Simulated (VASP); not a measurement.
Here is a VASP 6.6.1 calculation.

The input INCAR:

```
PREC = Accurate ; ENCUT = 520
EDIFF = 1E-7 ; ISMEAR = -1
SIGMA = 0.1 ; LREAL = False
LASPH = True ; NELM = 60
ALGO = Normal ; ISIF = 2
LWAVE = False ; LCHARG = False
LDIPOL = True ; IDIPOL = 3
DIPOL = 0.5 0.5 0.500 ; GGA = PS
NBANDS = 30
```

KPOINTS

```
regular mesh
0
Gamma
  15 11 1
```

POSCAR

```
Ir
1.0
    2.7093778140      0.0000000000      0.0000000000
    0.0000000000      3.8316388502      0.0000000000
    0.0000000000      0.0000000000     21.4188000000
Ir
5
Direct
    0.0000000000      0.0000000000      0.3735046869
    0.5000000000      0.5000000000      0.4367523433
    0.0000000000      0.0000000000      0.5000000000
    0.5000000000      0.5000000000      0.5632476567
    0.0000000000      0.0000000000      0.6264953131
```

Potentials or basis: VASP PAW PBE potentials, release 64 (Ir).

Command:

```bash
$ cat potpaw_PBE.64/Ir/POTCAR > POTCAR
$ mpirun -np 1 vasp_std > vasp.out
```

Q: What does it give for the band gap on the k mesh?

A: Zero (an odd number of electrons rules out a gap without spin polarisation).

Q: Predict the largest force.

A: 1.904 eV/Å.

Forces on the atoms (eV/Å):
```
Ir   0.000  0.000  1.904
Ir   0.000  0.000 -1.223
Ir   0.000  0.000  0.000
Ir   0.000  0.000  1.223
Ir   0.000  0.000 -1.904
```

Caveat: the PAW data sets were made with another functional, which shifts forces and pressure a little; spin-orbit coupling is left out, which moves the levels of the heavy elements.
